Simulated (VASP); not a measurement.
ZnCd5O6, 12 atoms in the cell. Symmetry: P4/mmm, No. 123, tetragonal system. Conventional cell: a = 3.343 Å, b = 3.343 Å, c = 14.024 Å, α = 90.00°, β = 90.00°, γ = 90.00°. Zn (site symmetry 4/mmm) has 6 O at 2.13 to 2.36 Å within 2.8 Å. Within 3.1 Å of Cd (site symmetry 4/mmm) lie 6 O at 2.36 to 2.40 Å. Cd (site symmetry 4mm) has 6 O at 2.36 to 2.46 Å within 3.1 Å. Cd (site symmetry 4mm) has 6 O at 2.23 to 2.38 Å within 2.9 Å. Within 3.1 Å of O (site symmetry 4mm) lie 6 Cd at 2.36 to 2.40 Å. O (site symmetry 4mm) has 1 Zn at 2.13 Å and 5 Cd at 2.37 to 2.46 Å within 2.8 Å. Within 2.9 Å of O (site symmetry 4/mmm) lie 2 Cd at 2.23 Å and 4 Zn at 2.36 Å. O (site symmetry 4/mmm) has 6 Cd at 2.36 to 2.42 Å within 3.1 Å. 

* Program: VASP 6.6.1
* Task: single point
* Functional: PBE
* Potentials or basis: VASP PAW PBE potentials, release 64 (Zn, Cd, O)
* Cutoff: 600 eV
* k mesh: 12 × 12 × 4
* Occupations: gaussian, width 0.1 eV
* Spin: no spin polarisation
* Dipole correction: no
* Further INCAR settings: ALGO = Normal; EDIFF = 1e-06; NBANDS = 66

Potentials or basis: VASP PAW PBE potentials, release 64 (Zn, Cd, O).

Command:

```bash
$ cat potpaw_PBE.64/Zn/POTCAR potpaw_PBE.64/Cd/POTCAR potpaw_PBE.64/O/POTCAR > POTCAR
$ mpirun -np 1 vasp_std > vasp.out
```

Hardware: 1 thread of Intel(R) Xeon(R) Platinum 8259CL CPU @ 2.50GHz (Skylake/Cascade Lake), with other jobs on the host.

**Question.** Estimate the wall time of this run.

**Answer.** It took 20 min on 1 thread of Intel(R) Xeon(R) Platinum 8259CL CPU @ 2.50GHz (Skylake/Cascade Lake) (shared host), peak memory 0.86 GiB. Counts: scf iterations 15, k points 84.
